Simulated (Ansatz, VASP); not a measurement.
Two plane-wave programs on B

The input POSCAR:

```
B
1.0
    1.6768970722      0.0000000000      0.0000000000
   -0.8384485361      1.4522354640      0.0000000000
    0.0000000000      0.0000000000      3.7444855355
B
1
Direct
    0.0000000000      0.0000000000      0.0000000000
```

INCAR.step1

```
PREC = Accurate
ENCUT = 520
ISMEAR = 0
SIGMA = 0.15
LREAL = F
LASPH = T
NELM = 80
NBANDS = 8
GGA = PE
ALGO = Normal
EDIFF = 1E-4
LWAVE = T
LCHARG = F
```

The input INCAR.step2:

```
PREC = Accurate
ENCUT = 520
EDIFF = 1E-6
ISMEAR = 0
SIGMA = 0.15
LREAL = F
LASPH = T
NELM = 80
ALGO = Normal
ISIF = 2
LWAVE = F
LCHARG = F
METAGGA = R2SCAN
LMIXTAU = T
NBANDS = 8
ISTART = 1
```

KPOINTS

```
Automatic mesh
0
Gamma
  30 30 14
```

Input for Ansatz:

```yaml
crystal:
  lattice:
    - [1.6768970722, 0.0, 0.0]
    - [-0.8384485361, 1.452235464, 0.0]
    - [0.0, 0.0, 3.7444855355]
  atoms:
    - { symbol: B, position: [0.0, 0.0, 0.0] }
basis:
  ecutwfc: 500
kpoints:
  mp_grid: { grid: [30, 30, 14] }
hamiltonian:
  xc: r2scan
scf:
  occupations: { method: gaussian, width: 0.15 }
output:
  forces: true
  stress: true
  eigenvalues: true
```

Change from the starting cell: strain -0.015 along x and y, +0.030 along z, atoms carried along.

Alike in both runs: task single point; functional r2SCAN; k mesh 30 × 30 × 14; occupations gaussian, width 0.15 eV; no spin polarisation.

|  | VASP | Ansatz |
| --- | --- | --- |
| version | VASP 6.6.1 | Ansatz 0.2.0 |
| potentials or method | VASP PAW PBE potentials, release 64 (B), cutoff 520 eV | scalar-relativistic, plane waves, PAW |
| valence electrons in the cell | 3 | 3 |

|  | VASP | Ansatz | Ansatz less VASP |
| --- | --- | --- | --- |
| gap on the k mesh at the Fermi level (eV) | none | none | - |
| pressure (GPa) | 9.6 | 9.5 | -0.11 |
| traceless stress, the component that is largest in VASP (GPa) | -10.39 | -10.14 | +0.257 |

VASP's potentials were made for PBE, not for r2SCAN. A gap of «none» marks a metal or a gap that the smearing closes.
